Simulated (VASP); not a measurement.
Input of a VASP 6.6.1 run:

Contents of INCAR:

```
PREC = Accurate
ENCUT = 520
EDIFF = 1E-6
ISMEAR = -1
SIGMA = 0.1
LREAL = False
LASPH = True
NELM = 60
ALGO = Normal
ISIF = 2
LWAVE = False
LCHARG = False
GGA = B5
ALDAX = 1.0
AGGAX = 1.0
AGGAC = 1.0
ALDAC = 0.0
NBANDS = 19
```

KPOINTS

```
Automatic mesh
0
Gamma
  16 16 8
```

Contents of POSCAR:

```
Cr
1.0
    2.5080946450      0.0000000000      0.0000000000
   -1.2540473225      2.1720736777      0.0000000000
    0.0000000000      0.0000000000      4.5276618927
Cr
2
Direct
    0.3333333333      0.6666666667      0.2500000000
    0.6666666667      0.3333333333      0.7500000000
```

Potentials or basis: VASP PAW PBE potentials, release 64 (Cr_pv).

Launch:

```console
$ cat potpaw_PBE.64/Cr_pv/POTCAR > POTCAR
$ mpirun -np 1 vasp_std > vasp.out
```

Q: Estimate the band gap on the k mesh.

A: Zero (band 12 reaches 11.31 eV, above the bottom of band 13 at 10.07 eV).

Q: Estimate the pressure.

A: -0.1 GPa.

Caveat: the PAW data sets were made with another functional, which shifts forces and pressure a little; the run has no spin polarisation, though such a crystal can be magnetic. Spin polarisation is off, so any magnetic state and its effect on volume and gap are missing.
